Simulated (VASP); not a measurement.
# Si2C (P6/mmm) in VASP: further runs

Runs on Si2C. Level: PBE. Tasks: single point, relaxation of cell and atoms.

All numbers are computed with VASP 6.6.1; they aren't measurements. Logs are shortened: lines on timing, memory, paths and dates and some standing lists are left out, and cuts for length are marked.

**1. The cell of the first run**

The structure is hexagonal, space group P6/mmm (No. 191). The conventional cell has a = 4.042 Å, b = 4.042 Å, c = 7.171 Å, α = 90.00°, β = 90.00°, γ = 120.00°. Si (site symmetry 3m) has 1 C at 1.90 Å and 3 Si at 2.33 Å within 2.5 Å. Within 2.5 Å of C (site symmetry -6m2) lie 2 Si at 1.90 Å and 3 C at 2.33 Å.

**2. Single point, PBE, collinear spin, ferromagnetic start**

INCAR reads:

```
SYSTEM = Si2C
PREC     = Accurate       ! precision mode
ENCUT    = 520            ! plane-wave cutoff, eV
EDIFF    = 1E-6           ! SCF threshold, eV
ISMEAR   = 0              ! smearing method
SIGMA    = 0.1            ! smearing width, eV
LREAL    = .FALSE.        ! projectors in reciprocal space
LASPH    = .TRUE.         ! aspherical terms in the spheres
NELM     = 150            ! most SCF steps
ALGO     = Normal         ! electronic algorithm
ISIF     = 2              ! what is computed and relaxed
LWAVE    = .FALSE.        ! write WAVECAR
LCHARG   = .TRUE.         ! write CHGCAR
ISPIN    = 2              ! spin polarisation
MAGMOM   = 0 0 0 0 1 1    ! initial moments
LORBIT   = 11             ! projections on sites
GGA      = PE             ! functional
LELF     = .TRUE.         ! ELF
LVHAR    = .TRUE.       
NBANDS   = 25             ! bands
```

KPOINTS reads:

```
regular mesh
0
G
  6 6 4
  0 0 0
```

POSCAR reads:

```
Si2C
1.0
    4.0422075434      0.0000000000      0.0000000000
   -2.0211037717      3.5006544200      0.0000000000
    0.0000000000      0.0000000000      7.1708363119
Si C
4 2
Direct
    0.3333333333      0.6666666667      0.7350377192
    0.3333333333      0.6666666667      0.2649622808
    0.6666666667      0.3333333333      0.7350377192
    0.6666666667      0.3333333333      0.2649622808
    0.3333333333      0.6666666667      0.0000000000
    0.6666666667      0.3333333333      0.0000000000
```

Potentials or basis: VASP PAW PBE potentials, release 64 (Si, C).

Started as:

```bash
cat potpaw_PBE.64/Si/POTCAR potpaw_PBE.64/C/POTCAR > POTCAR
mpirun -np 1 vasp_std > vasp.out
```

OUTCAR:

```text
SYSTEM = Si2C
   PREC = Accurate
   ENCUT = 520
   EDIFF = 1E-6
   ISMEAR = 0
   LREAL = .FALSE.
   LASPH = .TRUE.
   NELM = 150
   ISIF = 2
   ISPIN = 2
   LORBIT = 11
   GGA = PE

 ion  position               nearest neighbor table
   1  0.333  0.667  0.735-   5 1.90   3 2.33   3 2.33   3 2.33
   2  0.333  0.667  0.265-   5 1.90   4 2.33   4 2.33   4 2.33
   3  0.667  0.333  0.735-   6 1.90   1 2.33   1 2.33   1 2.33
   4  0.667  0.333  0.265-   6 1.90   2 2.33   2 2.33   2 2.33
   5  0.333  0.667  0.000-   1 1.90   2 1.90
   6  0.667  0.333  0.000-   3 1.90   4 1.90

  LATTYP: Found a hexagonal cell.
 ALAT       =     4.0422075434
 C/A-ratio  =     1.7739901366

  Lattice vectors:

 A1 = (   4.0422075434,   0.0000000000,   0.0000000000)
 A2 = (  -2.0211037717,   3.5006544200,   0.0000000000)
 A3 = (   0.0000000000,   0.0000000000,   7.1708363119)

Analysis of symmetry for initial positions (statically):
=====================================================================
 Subroutine PRICEL returns:
 Original cell was already a primitive cell.

 Routine SETGRP: Setting up the symmetry group for a
 hexagonal supercell.

 Subroutine GETGRP returns: Found 24 space group operations
 (whereof 24 operations were pure point group operations)
 out of a pool of 24 trial point group operations.

The static configuration has the point symmetry D_6h.

Analysis of symmetry for dynamics (positions and initial velocities):
=====================================================================
 Subroutine PRICEL returns:
 Original cell was already a primitive cell.

 Routine SETGRP: Setting up the symmetry group for a
 hexagonal supercell.

 Subroutine GETGRP returns: Found 24 space group operations
 (whereof 24 operations were pure point group operations)
 out of a pool of 24 trial point group operations.

The dynamic configuration has the point symmetry D_6h.

Analysis of structural, dynamic, and magnetic symmetry:
=====================================================================
 Subroutine PRICEL returns:
 Original cell was already a primitive cell.

 Routine SETGRP: Setting up the symmetry group for a
 hexagonal supercell.

 Subroutine GETGRP returns: Found 24 space group operations
 (whereof 24 operations were pure point group operations)
 out of a pool of 24 trial point group operations.

The overall configuration has the point symmetry D_6h.

 Subroutine INISYM returns: Found 24 space group operations
 (whereof 24 operations are pure point group operations),
 and found     1 'primitive' translations

----------------------------------------------------------------------------------------

                                     Primitive cell

  volume of cell :     101.4700

  direct lattice vectors                    reciprocal lattice vectors
     4.042207543  0.000000000  0.000000000     0.247389573  0.142830437  0.000000000
    -2.021103772  3.500654420  0.000000000     0.000000000  0.285660874  0.000000000
     0.000000000  0.000000000  7.170836312     0.000000000  0.000000000  0.139453748

  length of vectors
     4.042207543  4.042207543  7.170836312     0.285660874  0.285660874  0.139453748

  position of ions in fractional coordinates (direct lattice)
     0.333333333  0.666666667  0.735037719
     0.333333333  0.666666667  0.264962281
     0.666666667  0.333333333  0.735037719
     0.666666667  0.333333333  0.264962281
     0.333333333  0.666666667  0.000000000
     0.666666667  0.333333333  0.000000000

  ion indices of the primitive-cell ions
   primitive index   ion index
                 1           1
                 2           2
                 3           3
                 4           4
                 5           5
                 6           6

----------------------------------------------------------------------------------------

 KPOINTS: regular mesh

Automatic generation of k-mesh.
 Grid dimensions read from file:
 generate k-points for:    6    6    4

 Generating k-lattice:

  Cartesian coordinates                     Fractional coordinates (reciprocal lattice)
     0.041231596  0.023805073  0.000000000     0.166666667  0.000000000  0.000000000
     0.000000000  0.047610146  0.000000000     0.000000000  0.166666667  0.000000000
     0.000000000  0.000000000  0.034863437     0.000000000  0.000000000  0.250000000

  Length of vectors
     0.047610146  0.047610146  0.034863437

  Shift w.r.t. Gamma in fractional coordinates (k-lattice)
     0.000000000  0.000000000  0.000000000

 Subroutine IBZKPT returns following result:
 ===========================================

 Found     21 irreducible k-points:

 Following reciprocal coordinates:
            Coordinates               Weight
  0.000000  0.000000  0.000000      1.000000
  0.166667 -0.000000  0.000000      6.000000
  0.333333 -0.000000  0.000000      6.000000
  0.500000 -0.000000  0.000000      3.000000
  0.166667  0.166667  0.000000      6.000000
  0.333333  0.166667  0.000000     12.000000
[... 13 lines left out ...]
  0.333333  0.166667  0.500000     12.000000
  0.333333  0.333333  0.500000      2.000000
   k-points           NKPTS =     21   k-points in BZ     NKDIM =     21   number of bands    NBANDS=     25
   number of dos      NEDOS =    301   number of ions     NIONS =      6
   total plane-waves  NPLWV =  48600
   dimension x,y,z NGX =    30 NGY =   30 NGZ =   54
   dimension x,y,z NGXF=    60 NGYF=   60 NGZF=  108
   ions per type =               4   2
   NGX,Y,Z   is equivalent  to a cutoff of  12.34, 12.34, 12.52 a.u.
   NGXF,Y,Z  is equivalent  to a cutoff of  24.68, 24.68, 25.04 a.u.
 SYSTEM =  Si2C
   PREC   = accura    normal or accurate (medium, high low for compatibility)
   ISTART =      0    job   : 0-new  1-cont  2-samecut
   ICHARG =      2    charge: 1-file 2-atom 10-const
   ISPIN  =      2    spin polarized calculation?
   LNONCOLLINEAR =      F non collinear calculations
   LSORBIT =      F    spin-orbit coupling
   LASPH  =      T    aspherical Exc in radial PAW
   ENCUT  =  520.0 eV  38.22 Ry    6.18 a.u.   7.52  7.52 13.33*2*pi/ulx,y,z
   NELM   =    150;   NELMIN=  2; NELMDL= -5     # of ELM steps
   EDIFF  = 0.1E-05   stopping-criterion for ELM
   LREAL  =      F    real-space projection
[... 7 lines left out ...]
   TEBEG  =    0.0;   TEEND  =   0.0 temperature during run
   PSTRESS=    0.0 pullay stress
   NELECT =      24.0000    total number of electrons
   NUPDOWN=      -1.0000    fix difference up-down
   EMIN   =  10.00;   EMAX   =-10.00  energy-range for DOS
   EFERMI =   0.00;   METHOD = LEGACY
   ISMEAR =     0;   SIGMA  =   0.10  broadening in eV -4-tet -1-fermi 0-gaus
   EFERMI_NEDOS =   21; number of points for ismear=-14 and -15
   IALGO  =     38    algorithm
   IMIX   =      4    mixing-type and parameters
     AMIX     =   0.40;   BMIX     =  1.00
     AMIX_MAG =   1.60;   BMIX_MAG =  1.00
  volume/ion in A,a.u.               =      16.91       114.13
  Fermi-wavevector in a.u.,A,eV,Ry     =   1.012432  1.913220 13.946235  1.025019
  Thomas-Fermi vector in A             =   2.145541
   LORBIT       =     11    0 simple, 1 ext, 2 COOP (PROOUT), +10 PAW based schemes
   GGA     = PE    functional components
   LHFCALC =     F    Hartree Fock is set to
   AEXX    =    0.0000 exact exchange contribution
   IVDW    =     0    specifies the selected vdW correction
   LEPSILON=     F    determine dielectric tensor
   LRPA    =     F    only Hartree local field effects (RPA)
 spin polarized calculation
 Gauss-broadening in eV      SIGMA  =   0.10
  energy-cutoff  :      520.00
  volume of cell :      101.47
 maximum number of plane-waves:      2755
   NGX = 15   NGY = 15   NGZ = 27

 number of electron      23.9999999 magnetization      -0.0118878

 number of electron      23.9999999 magnetization       0.0001546

 Free energy of the ion-electron system (eV)
  ---------------------------------------------------
  ext. energy  EPLUGINS =         0.00000000
  ---------------------------------------------------
  free energy    TOTEN  =       -33.07354481 eV

  energy without entropy =      -33.06103392  energy(sigma->0) =      -33.06728936

 E-fermi :   5.4426     XC(G=0):  -9.4468

 val. band max:        5.4398777378   @ k =   0.1667   0.1667   0.0000
 cond. band min:       5.4527888025   @ k =   0.5000  -0.0000   0.5000
 fundamental gap:      0.0129110647
 Fermi energy:         5.4425857836

 spin component 1

 k-point     1 :       0.0000    0.0000    0.0000
  band No.  band energies     occupation
      1      -8.9625      1.00000
      2      -5.9850      1.00000
      3      -3.7312      1.00000
      4      -2.7528      1.00000
      5       1.2776      1.00000
      6       1.2865      1.00000
[... 556 lines left out ...]
     23      12.4091      0.00000
     24      12.7276      0.00000
 Fermi energy:         5.4425857836

 spin component 2

 k-point     1 :       0.0000    0.0000    0.0000
  band No.  band energies     occupation
      1      -8.9625      1.00000
      2      -5.9850      1.00000
      3      -3.7312      1.00000
      4      -2.7528      1.00000
      5       1.2776      1.00000
      6       1.2866      1.00000
[... 556 lines left out ...]
     23      12.4091      0.00000
     24      12.7276      0.00000
 [bands above 24 left out]

------------------------ aborting loop because EDIFF is reached ----------------------------------------

  FORCE on cell =-STRESS in cart. coord.  units (eV):
  Direction    XX          YY          ZZ          XY          YZ          ZX
  --------------------------------------------------------------------------------------
  -------------------------------------------------------------------------------------
  Total       -0.0038517     -0.0038517     -0.0891183      0.0000000      0.0000000      0.0000000
  in kB       -0.0608167     -0.0608167     -1.4071484      0.0000000      0.0000000      0.0000000
  external PRESSURE =      -0.5095939 kB  Pullay stress =       0.0000000 kB

 VOLUME and BASIS-vectors are now :
 -----------------------------------------------------------------------------
  energy-cutoff  :      520.00
  volume of cell :      101.47
      direct lattice vectors                 reciprocal lattice vectors
     4.042207543  0.000000000  0.000000000     0.247389573  0.142830437  0.000000000
    -2.021103772  3.500654420  0.000000000     0.000000000  0.285660874  0.000000000
     0.000000000  0.000000000  7.170836312     0.000000000  0.000000000  0.139453748

 POSITION                                       TOTAL-FORCE (eV/Angst)
 -----------------------------------------------------------------------------------
     -0.00000      2.33377      5.27084        -0.000000      0.000000      0.012670
     -0.00000      2.33377      1.90000        -0.000000      0.000000     -0.012670
      2.02110      1.16688      5.27084         0.000000     -0.000000      0.012670
      2.02110      1.16688      1.90000        -0.000000      0.000000     -0.012670
     -0.00000      2.33377      0.00000        -0.000000     -0.000000     -0.000000
      2.02110      1.16688      0.00000         0.000000      0.000000     -0.000000
 -----------------------------------------------------------------------------------
    total drift:                               -0.000000      0.000000      0.000000

  FREE ENERGIE OF THE ION-ELECTRON SYSTEM (eV)
  ---------------------------------------------------
  free  energy   TOTEN  =       -33.0735448069 eV

  energy  without entropy=      -33.0610339161  energy(sigma->0) =      -33.06728936

 total charge

# of ion       s       p       d       tot
------------------------------------------
    1        0.769   0.911   0.000   1.680
    2        0.769   0.911   0.000   1.680
    3        0.769   0.911   0.000   1.680
    4        0.769   0.911   0.000   1.680
    5        0.930   1.318   0.000   2.248
    6        0.930   1.318   0.000   2.248
--------------------------------------------------
tot          4.934   6.281   0.000  11.215

 magnetization (x)

# of ion       s       p       d       tot
------------------------------------------
    1        0.000   0.000   0.000   0.000
    2        0.000   0.000   0.000   0.000
    3        0.000   0.000   0.000   0.000
    4        0.000   0.000   0.000   0.000
    5        0.000   0.000   0.000   0.000
    6        0.000   0.000   0.000   0.000
--------------------------------------------------
tot          0.000   0.000   0.000   0.000
```

Run time: 2.2 min. Hardware: 1 thread of Intel Xeon 6975P-C, shared host; peak memory 0.28 GiB.

What came out:

```yaml
Free_energy: -33.0735 eV
Pressure: -0.1 GPa
Largest_force: 0.013 eV/Å
Band_gap_on_the_k_mesh: zero (filled and empty bands overlap)
Net_moment: 0.00 μB per cell
Valence_electrons_inside_the_program's_atomic_spheres: Si 1.68; C 2.25
```

Forces on the atoms (eV/Å):
```
Si   0.000  0.000  0.013
Si   0.000  0.000 -0.013
Si   0.000  0.000  0.013
Si   0.000  0.000 -0.013
C    0.000  0.000  0.000
C    0.000  0.000  0.000
```

Stress tensor (GPa, compression positive):
```
-0.01  0.00  0.00
 0.00 -0.01  0.00
 0.00  0.00 -0.14
```

(Part 1 of 2 ends here.)
